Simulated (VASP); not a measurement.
Here is a VASP 6.6.1 calculation.

File INCAR:

```
SYSTEM = ZnAu
  PREC = Accurate
  ENCUT = 520
  EDIFF = 1E-6
  ISMEAR = -1
  SIGMA = 0.05
  LREAL = .FALSE.
  LASPH = .TRUE.
  NELM = 100
  ALGO = Normal
  ISIF = 2
  LWAVE = .FALSE.
  LCHARG = .TRUE.
  GGA = PS
  LELF = .TRUE.
  LVHAR = .TRUE.
  NBANDS = 18
```

KPOINTS

```
Automatic mesh
0
G
  13 13 13
  0 0 0
```

File POSCAR:

```
ZnAu
1.0
    3.1155300000      0.0000000000      0.0000000000
    0.0000000000      3.1155300000      0.0000000000
    0.0000000000      0.0000000000      3.1470000000
Zn Au
1 1
Direct
    0.5000000000      0.5000000000      0.5000000000
    0.0000000000      0.0000000000      0.0000000000
```

Potentials or basis: VASP PAW PBE potentials, release 64 (Zn, Au).

Run with:

```console
$ cat potpaw_PBE.64/Zn/POTCAR potpaw_PBE.64/Au/POTCAR > POTCAR
$ mpirun -np 1 vasp_std > vasp.out
```

Question: Estimate the pressure.

Answer: 0.5 GPa.

Stress tensor (GPa, compression positive):
```
0.32 0.00 0.00
0.00 0.32 0.00
0.00 0.00 0.83
```

Caveat: the cell differs from its parent crystal (equal xx and yy strain of -1 %); the PAW data sets were made with another functional, which shifts forces and pressure a little.
